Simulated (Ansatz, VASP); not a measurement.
C: VASP beside Ansatz

Contents of INCAR:

```
SYSTEM = C
PREC = Accurate
ENCUT = 520
EDIFF = 1E-6
ISMEAR = 0
SIGMA = 0.05
LREAL = .FALSE.
LASPH = .TRUE.
NELM = 80
ALGO = Normal
ISIF = 2
LWAVE = .FALSE.
LCHARG = .TRUE.
GGA = PE
LELF = .TRUE.
LVHAR = .TRUE.
NBANDS = 26
```

The input KPOINTS:

```
Automatic mesh
0
G
  12 12 4
  0 0 0
```

Contents of POSCAR:

```
C
1.0
    2.4971642856      0.0000000000      0.0000000000
   -1.2485821428      2.1626077088      0.0000000000
    0.0000000000      0.0000000000      8.2357629922
C
8
Direct
   -0.0110056021     -0.0220112043      0.0929732494
   -0.0110056021     -0.0220112043      0.5929732494
   -0.0110056021     -0.0220112043      0.4070267506
   -0.0110056021     -0.0220112043      0.9070267506
    0.3443389355      0.6886778709      0.1555299995
    0.6776722688      0.3553445376      0.6555299995
    0.3443389355      0.6886778709      0.3444700005
    0.6776722688      0.3553445376      0.8444700005
```

Input for Ansatz:

```yaml
crystal:
  lattice:
    - [2.4971642856, 0.0, 0.0]
    - [-1.2485821428, 2.1626077088, 0.0]
    - [0.0, 0.0, 8.2357629922]
  atoms:
    - { symbol: C, position: [-0.0110056021, -0.0220112043, 0.0929732494] }
    - { symbol: C, position: [-0.0110056021, -0.0220112043, 0.5929732494] }
    - { symbol: C, position: [-0.0110056021, -0.0220112043, 0.4070267506] }
    - { symbol: C, position: [-0.0110056021, -0.0220112043, 0.9070267506] }
    - { symbol: C, position: [0.3443389355, 0.6886778709, 0.1555299995] }
    - { symbol: C, position: [0.6776722688, 0.3553445376, 0.6555299995] }
    - { symbol: C, position: [0.3443389355, 0.6886778709, 0.3444700005] }
    - { symbol: C, position: [0.6776722688, 0.3553445376, 0.8444700005] }
basis:
  ecutwfc: 520.0
kpoints:
  mp_grid: { grid: [12, 12, 4] }
hamiltonian:
  xc: pbe
  pseudopotentials: { kind: paw, azcp: { folder: soft_1 } }
scf:
  occupations: { method: gaussian, width: 0.05 }
output:
  forces: true
  stress: true
  eigenvalues: true
```

Change from the starting cell: mode 14 frozen in at -0.048 Å, equal normal strain along x, y and z -0.0083.

Alike in both runs: task single point; functional PBE; k mesh 12 × 12 × 4; occupations gaussian, width 0.05 eV; no spin polarisation.

```csv
,VASP,Ansatz
version,VASP 6.6.1,Ansatz 0.2.0
potentials or method,"VASP PAW PBE potentials, release 64 (C), cutoff 520 eV","scalar-relativistic, plane waves, PAW"
valence electrons in the cell,32,32
```

|  | VASP | Ansatz | Ansatz less VASP |
| --- | --- | --- | --- |
| gap on the k mesh at the Fermi level (eV) | 3.55 | 3.56 | +0.010 |
| least direct gap on the mesh (eV) | 3.99 | 4.00 | +0.004 |
| pressure (GPa) | 15.8 | 15.1 | -0.73 |
| traceless stress, the component that is largest in VASP (GPa) | 2.60 | 2.59 | -0.014 |
| rms of the force components (eV/Å) | 1.859 | 1.845 | -0.0140 |

Atom by atom the forces differ by 0.014 eV/Å (rms over components).
